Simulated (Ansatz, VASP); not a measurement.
MgO: VASP beside Ansatz

Contents of INCAR:

```
SYSTEM = MgO
PREC = Accurate
ENCUT = 520
EDIFF = 1E-7
ISMEAR = -1
SIGMA = 0.02
LREAL = .FALSE.
LASPH = .TRUE.
NELM = 80
ALGO = Normal
ISIF = 2
LWAVE = .FALSE.
LCHARG = .TRUE.
GGA = PE
LELF = .TRUE.
LVHAR = .TRUE.
NBANDS = 11
```

KPOINTS

```
Automatic mesh
0
G
  10 10 10
  0 0 0
```

The input POSCAR:

```
MgO
1.0
    2.6233490555      0.0000000000      0.0000000000
    0.0000000000      2.6233490555      0.0000000000
    0.0000000000      0.0000000000      2.6233490555
Mg O
1 1
Direct
    0.0000000000      0.0000000000      0.0000000000
    0.5000000000      0.5000000000      0.5000000000
```

Input for Ansatz:

```yaml
crystal:
  lattice:
    - [2.6233490555, 0.0, 0.0]
    - [0.0, 2.6233490555, 0.0]
    - [0.0, 0.0, 2.6233490555]
  atoms:
    - { symbol: Mg, position: [0.0, 0.0, 0.0] }
    - { symbol: O, position: [0.5, 0.5, 0.5] }
kpoints:
  mp_grid: { grid: [10, 10, 10] }
  band_path:
    path:
      - [[0.0, 0.0, 0.0], [-2.9943068599e-70, 0.5, 1.223582212175e-35], [0.5, 0.5, -3.670746636524e-35], [0.0, 0.0, 0.0], [0.5, 0.5, 0.5], [-2.9943068599e-70, 0.5, 1.223582212175e-35]]
      - [[0.5, 0.5, 0.5], [0.5, 0.5, -3.670746636524e-35]]
    npoints: 10
hamiltonian:
  xc: pbe
scf:
  occupations: { method: fermi_dirac, width: 0.02 }
  n_extra_bands: 4
output:
  forces: true
  stress: true
  eigenvalues: true
  write_density: true
  write_potential: true
  elf: true
  volumetric_format: npy
```

Alike in both runs: task single point; functional PBE; k mesh 10 × 10 × 10; occupations fermi-dirac, width 0.02 eV; no spin polarisation.

```csv
,VASP,Ansatz
version,VASP 6.6.1,Ansatz 0.2.0
potentials or method,"VASP PAW PBE potentials, release 64 (Mg, O)","plane waves, PAW"
plane-wave cutoff (eV),520,420
valence electrons in the cell,8,16
```

|  | VASP | Ansatz | Ansatz less VASP |
| --- | --- | --- | --- |
| gap on the k mesh at the Fermi level (eV) | 2.62 | 2.64 | +0.020 |
| pressure (GPa) | 5.5 | 6.2 | +0.75 |

VASP's potentials hold 8 valence electrons a cell and Ansatz's 16, so a difference there can come from the potentials and not from the codes.
